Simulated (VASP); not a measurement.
# BeS (Fm-3m) in VASP: further runs, part 2 of 2

VASP 6.6.1.

## Step 3: G0W0 quasiparticle levels, PBE

This run uses another cell than the first one, of 13.21 Å³/atom.

Contents of POSCAR:

```
BeS
1.0
    0.0000000000      2.3636431409      2.3636431409
    2.3636431409      0.0000000000      2.3636431409
    2.3636431409      2.3636431409      0.0000000000
Be S
1 1
Direct
    0.0000000000      0.0000000000      0.0000000000
    0.5000000000      0.5000000000      0.5000000000
```

Contents of INCAR.step1:

```
SYSTEM = BeS
PREC = Accurate
ENCUT = 500
EDIFF = 1E-8
ISMEAR = 0
SIGMA = 0.01
LREAL = .False.
LASPH = .True.
NELM = 100
ALGO = Normal
LWAVE = .True.
LCHARG = .False.
GGA = PE
```

Contents of INCAR.step2:

```
SYSTEM = BeS
PREC = Accurate
ENCUT = 500
EDIFF = 1E-8
ISMEAR = 0
SIGMA = 0.01
LREAL = .False.
LASPH = .True.
NELM = 1
ALGO = Exact
LWAVE = .True.
LCHARG = .False.
GGA = PE
NBANDS = 114
LOPTICS = .True.
ISTART = 1
```

Contents of INCAR.step3:

```
SYSTEM = BeS
PREC = Accurate
ENCUT = 500
EDIFF = 1E-8
ISMEAR = 0
SIGMA = 0.01
LREAL = .False.
LASPH = .True.
ALGO = EVGW0
LWAVE = .False.
LCHARG = .False.
GGA = PE
NELMGW = 1
NBANDS = 114
ENCUTGW = 150.0
NOMEGA = 96
PRECFOCK = Fast
ISTART = 1
NBANDSGW = 12
OMEGAMAX = 20
```

Contents of KPOINTS:

```
regular mesh
0
Gamma
  6 6 6
  0 0 0
```

Potentials or basis: VASP PAW PBE potentials, release 64 (Be_GW, S_GW).

The run is started by

```bash
cat potpaw_PBE.64/Be_GW/POTCAR potpaw_PBE.64/S_GW/POTCAR > POTCAR
cp INCAR.step1 INCAR
mpirun -np 1 vasp_std > vasp.out
cp INCAR.step2 INCAR
mpirun -np 1 vasp_std > vasp.out
cp INCAR.step3 INCAR
mpirun -np 1 vasp_std > vasp.out
```

OUTCAR:

```text
SYSTEM = BeS
   PREC = Accurate
   ENCUT = 500
   EDIFF = 1E-8
   ISMEAR = 0
   LREAL = .False.
   LASPH = .True.
   GGA = PE
   NELMGW = 1
   ENCUTGW = 150.0
   PRECFOCK = Fast
   ISTART = 1

 ion  position               nearest neighbor table
   1  0.000  0.000  0.000-   2 2.36   2 2.36   2 2.36   2 2.36   2 2.36   2 2.36
   2  0.500  0.500  0.500-   1 2.36   1 2.36   1 2.36   1 2.36   1 2.36   1 2.36

  LATTYP: Found a face centered cubic cell.
 ALAT       =     4.7272862818

  Lattice vectors:

 A1 = (   0.0000000000,   2.3636431409,   2.3636431409)
 A2 = (   2.3636431409,   0.0000000000,   2.3636431409)
 A3 = (   2.3636431409,   2.3636431409,   0.0000000000)

Analysis of symmetry for initial positions (statically):
=====================================================================
 Subroutine PRICEL returns:
 Original cell was already a primitive cell.

 Routine SETGRP: Setting up the symmetry group for a
 face centered cubic supercell.

 Subroutine GETGRP returns: Found 48 space group operations
 (whereof 48 operations were pure point group operations)
 out of a pool of 48 trial point group operations.

The static configuration has the point symmetry O_h .

Analysis of symmetry for dynamics (positions and initial velocities):
=====================================================================
 Subroutine PRICEL returns:
 Original cell was already a primitive cell.

 Routine SETGRP: Setting up the symmetry group for a
 face centered cubic supercell.

 Subroutine GETGRP returns: Found 48 space group operations
 (whereof 48 operations were pure point group operations)
 out of a pool of 48 trial point group operations.

The dynamic configuration has the point symmetry O_h .

 Subroutine INISYM returns: Found 48 space group operations
 (whereof 48 operations are pure point group operations),
 and found     1 'primitive' translations

----------------------------------------------------------------------------------------

                                     Primitive cell

  volume of cell :      26.4104

  direct lattice vectors                    reciprocal lattice vectors
     0.000000000  2.363643141  2.363643141    -0.211537855  0.211537855  0.211537855
     2.363643141  0.000000000  2.363643141     0.211537855 -0.211537855  0.211537855
     2.363643141  2.363643141  0.000000000     0.211537855  0.211537855 -0.211537855

  length of vectors
     3.342696186  3.342696186  3.342696186     0.366394313  0.366394313  0.366394313

  position of ions in fractional coordinates (direct lattice)
     0.000000000  0.000000000  0.000000000
     0.500000000  0.500000000  0.500000000

  ion indices of the primitive-cell ions
   primitive index   ion index
                 1           1
                 2           2

----------------------------------------------------------------------------------------

 KPOINTS: regular mesh

Automatic generation of k-mesh.
 Grid dimensions read from file:
 generate k-points for:    6    6    6

 Generating k-lattice:

  Cartesian coordinates                     Fractional coordinates (reciprocal lattice)
    -0.035256309  0.035256309  0.035256309     0.166666667  0.000000000  0.000000000
     0.035256309 -0.035256309  0.035256309     0.000000000  0.166666667  0.000000000
     0.035256309  0.035256309 -0.035256309     0.000000000  0.000000000  0.166666667

  Length of vectors
     0.061065719  0.061065719  0.061065719

  Shift w.r.t. Gamma in fractional coordinates (k-lattice)
     0.000000000  0.000000000  0.000000000

 Subroutine IBZKPT returns following result:
 ===========================================

 Found     16 irreducible k-points:

 Following reciprocal coordinates:
            Coordinates               Weight
  0.000000  0.000000  0.000000      1.000000
  0.166667  0.000000  0.000000      8.000000
  0.333333  0.000000  0.000000      8.000000
  0.500000  0.000000  0.000000      4.000000
  0.166667  0.166667  0.000000      6.000000
  0.333333  0.166667  0.000000     24.000000
[... 8 lines left out ...]
 -0.333333  0.333333  0.166667     24.000000
 -0.333333  0.500000  0.166667     12.000000
   k-points           NKPTS =     16   k-points in BZ     NKDIM =    216   number of bands    NBANDS=    114
   number of dos      NEDOS =    301   number of ions     NIONS =      2
   total plane-waves  NPLWV =  13824
   dimension x,y,z NGX =    24 NGY =   24 NGZ =   24
   dimension x,y,z NGXF=    48 NGYF=   48 NGZF=   48
   ions per type =               1   1
   NGX,Y,Z   is equivalent  to a cutoff of  11.94, 11.94, 11.94 a.u.
   NGXF,Y,Z  is equivalent  to a cutoff of  23.87, 23.87, 23.87 a.u.
 SYSTEM =  BeS
   PREC   = accura    normal or accurate (medium, high low for compatibility)
   ISTART =      1    job   : 0-new  1-cont  2-samecut
   ICHARG =      0    charge: 1-file 2-atom 10-const
   ISPIN  =      1    spin polarized calculation?
   LNONCOLLINEAR =      F non collinear calculations
   LSORBIT =      F    spin-orbit coupling
   LASPH  =      T    aspherical Exc in radial PAW
   ENCUT  =  500.0 eV  36.75 Ry    6.06 a.u.   6.09  6.09  6.09*2*pi/ulx,y,z
   NELM   =     60;   NELMIN=  2; NELMDL=  0     # of ELM steps
   EDIFF  = 0.1E-07   stopping-criterion for ELM
   LREAL  =      F    real-space projection
   EDIFFG = 0.1E-06   stopping-criterion for IOM
   NSW    =      0    number of steps for IOM
   IBRION =     -1    ionic relax: 0-MD 1-quasi-New 2-CG
   NFREE  =      0    steps in history (QN), initial steepest desc. (CG)
   ISIF   =      0    stress and relaxation
   ISYM   =      3    0-nonsym 1-usesym 2-fastsym
   POTIM  = 0.5000    time-step for ionic-motion
   TEBEG  =    0.0;   TEEND  =   0.0 temperature during run
   PSTRESS=    0.0 pullay stress
   NELECT =       8.0000    total number of electrons
   NUPDOWN=      -1.0000    fix difference up-down
   EMIN   =  10.00;   EMAX   =-10.00  energy-range for DOS
   EFERMI =   0.00;   METHOD = LEGACY
   ISMEAR =     0;   SIGMA  =   0.01  broadening in eV -4-tet -1-fermi 0-gaus
   EFERMI_NEDOS =   21; number of points for ismear=-14 and -15
   IALGO  =     38    algorithm
   IMIX   =      4    mixing-type and parameters
     AMIX     =   0.40;   BMIX     =  1.00
     AMIX_MAG =   1.60;   BMIX_MAG =  1.00
  volume/ion in A,a.u.               =      13.21        89.11
  Fermi-wavevector in a.u.,A,eV,Ry     =   1.099460  2.077679 16.446901  1.208813
  Thomas-Fermi vector in A             =   2.235855
   LORBIT       =      0    0 simple, 1 ext, 2 COOP (PROOUT), +10 PAW based schemes
   GGA     = PE    functional components
   LHFCALC =     T    Hartree Fock is set to
   PRECFOCK=fast      Normal, Fast or Accurate (Low or Medium for compatibility)
   ENCUT4O =  -1.0   cutoff for four orbital integrals eV
   NKREDX  =     1    reduce k-point grid by
   NKREDY  =     1    reduce k-point grid by
   NKREDZ  =     1    reduce k-point grid by
   AEXX    =    1.0000 exact exchange contribution
   HFSCREEN=    0.0000 screening length (either q_TF or 0.3 A-1)
   HFSCREENC=   0.0000 screening length for correlation (either q_TF or 0.3 A-1)
   ENCUTFOCK=  -1.0 apply spherical cutoff to Coloumb kernel
   IVDW    =     0    specifies the selected vdW correction
   LEPSILON=     F    determine dielectric tensor
   LRPA    =     F    only Hartree local field effects (RPA)
   LRPAFORCE           =     F    calculate RPA forces
   ENCUTGW             = 150.0    cutoff for response function in eV
   ENCUTGWSOFT         = 120.0    soft cutoff for Coulomb kernel in GW response function in eV
   ENCUTLF             =  -1.0    cutoff for local field effects
   NELMGW              =     1    number of iterations in solving QP/BSE equation
   NELMHF              =     1    number of iterations in the inner HF iteration
   NKREDLFX            =     1    NKREDLFY  =   1   NKREDLFZ  =   1
 non-spin polarized calculation
 Gauss-broadening in eV      SIGMA  =   0.01
  energy-cutoff  :      500.00
  volume of cell :       26.41
 maximum number of plane-waves:       692
  NGX = 14; NGY = 14; NGZ = 14
   NGX = 13   NGY = 13   NGZ = 13
 maximum number of plane-waves:       116

 QP shifts <psi_nk| G(iteration)W_0 |psi_nk>: iteration 1
 for sc-GW calculations column KS-energies equals QP-energies in previous step
 and V_xc(KS)=  KS-energies - (<T + V_ion + V_H > + <T+V_H+V_ion>^1  + <V_x>^1)

 k-point   1 :       0.0000    0.0000    0.0000
  band No.  KS-energies  QP-energies   sigma(KS)   V_xc(KS)     V^pw_x(r,r')   Z            occupation Imag(sigma)

      1      -9.1165      -9.7946     -13.5913     -12.6037     -21.1671       0.6866       2.0000       1.4500
      2       5.1980       4.5591     -14.2087     -13.3750     -15.8382       0.7664       2.0000       0.0306
      3       5.1980       4.5591     -14.2087     -13.3750     -15.8382       0.7664       2.0000       0.0306
      4       5.1980       4.5591     -14.2087     -13.3750     -15.8382       0.7664       2.0000       0.0306
      5      10.1016      10.3917     -11.0819     -11.4606      -6.2454       0.7660       0.0000      -0.0752
      6      14.2941      14.6338     -10.2191     -10.6559      -5.0989       0.7778       0.0000      -0.1192
      7      14.2941      14.6338     -10.2191     -10.6559      -5.0989       0.7778       0.0000      -0.1192
      8      14.2941      14.6338     -10.2191     -10.6559      -5.0989       0.7778       0.0000      -0.1192
      9      14.7453      15.0538      -9.8224     -10.2451      -3.3014       0.7299       0.0000      -0.2999
     10      14.7453      15.0538      -9.8224     -10.2451      -3.3014       0.7299       0.0000      -0.2999
     11      14.7453      15.0538      -9.8224     -10.2451      -3.3014       0.7299       0.0000      -0.2999
     12      17.3220      17.7148     -11.3189     -11.8319      -5.2913       0.7657       0.0000      -0.4523
[... 228 lines left out ...]
      1      -6.1217      -6.6749     -14.6979     -13.9324     -21.3909       0.7227       2.0000       1.0146
      2      -0.2395      -1.0033     -12.4703     -11.4085     -15.9592       0.7193       2.0000       0.1832
      3       1.3237       0.5655     -12.8184     -11.7877     -15.6261       0.7355       2.0000       0.0983
      4       1.9339       1.2010     -12.7628     -11.7733     -15.2081       0.7408       2.0000       0.0754
      5       8.4929       8.7343     -10.6955     -11.0078      -6.4557       0.7728       0.0000      -0.0600
      6      12.4351      12.7037     -10.2171     -10.5603      -5.3513       0.7827       0.0000      -0.0861
      7      12.8444      13.2375     -10.7053     -11.2319      -5.0362       0.7467       0.0000      -0.1693
      8      16.6222      17.0585     -11.5742     -12.1598      -5.3096       0.7450       0.0000      -0.2887
      9      17.3199      17.6829     -10.6433     -11.1428      -3.6094       0.7268       0.0000      -0.5224
     10      19.5780      19.9244     -10.1239     -10.5804      -3.1229       0.7588       0.0000      -0.6947
     11      22.7631      23.2818     -12.1477     -12.8651      -4.7483       0.7231       0.0000      -0.6407
     12      23.5104      23.9781     -11.8661     -12.4810      -4.3066       0.7606       0.0000      -1.1370
```

Run time: 5.1 min. Hardware: 1 thread of AMD EPYC 9R45 (Zen 5), shared host; peak memory 0.51 GiB.

What came out:

```
Quasiparticle gap                                   : 1.71 eV
Least direct quasiparticle gap                      : 4.76 eV
Band gap of the starting levels on the mesh         : 0.94 eV
Least direct gap of the starting levels on the mesh : 3.87 eV
```

Caveat: the k points lie up to 0.38 Å⁻¹ apart; bands, screening cutoff and mesh are small and nothing is extrapolated, so the quasiparticle values aren't converged; the structure was generated, so it needn't be the stable form of BeS.
